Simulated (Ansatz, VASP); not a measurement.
**WSe2 in VASP and in Ansatz**

```
W Se
1.0
     3.22284    0.00000    0.00000
    -1.61142    2.79106    0.00000
     0.00000    0.00000   12.70523
W Se
2 4
Direct
  0.33333 0.66667 0.25000
  0.66667 0.33333 0.75000
  0.33333 0.66667 0.62100
  0.66667 0.33333 0.12100
  0.33333 0.66667 0.87900
  0.66667 0.33333 0.37900
```

Change from the starting cell: volume scaled by 0.94, crystal datasets.

Alike in both runs: task electric field gradients; functional PBEsol; k mesh 11 × 11 × 3; occupations fermi-dirac, width 0.08 eV; no spin polarisation.

```csv
,VASP,Ansatz
version,VASP 6.6.1,Ansatz 0.2.0
potentials or method,"VASP PAW PBE potentials, release 64 (W_sv, Se), cutoff 520 eV","all-electron PAW with datasets made for the crystal, scalar-relativistic"
```

```tsv
	VASP	Ansatz	Ansatz less VASP
pressure (GPa)	9.1	8.6	-0.53
traceless stress, the component that is largest in VASP (GPa)	2.03	1.89	-0.133
rms of the force components (eV/Å)	0.495	0.461	-0.0341
size of Vzz on the site where it differs most (V/Å²)	164.7	176.1	+11.35
```

VASP's potentials were made for PBE, not for PBEsol. Atom by atom the forces differ by 0.034 eV/Å (rms over components). Ansatz ran all-electron here, and VASP with PAW potentials.

Neither program's run includes spin-orbit coupling.
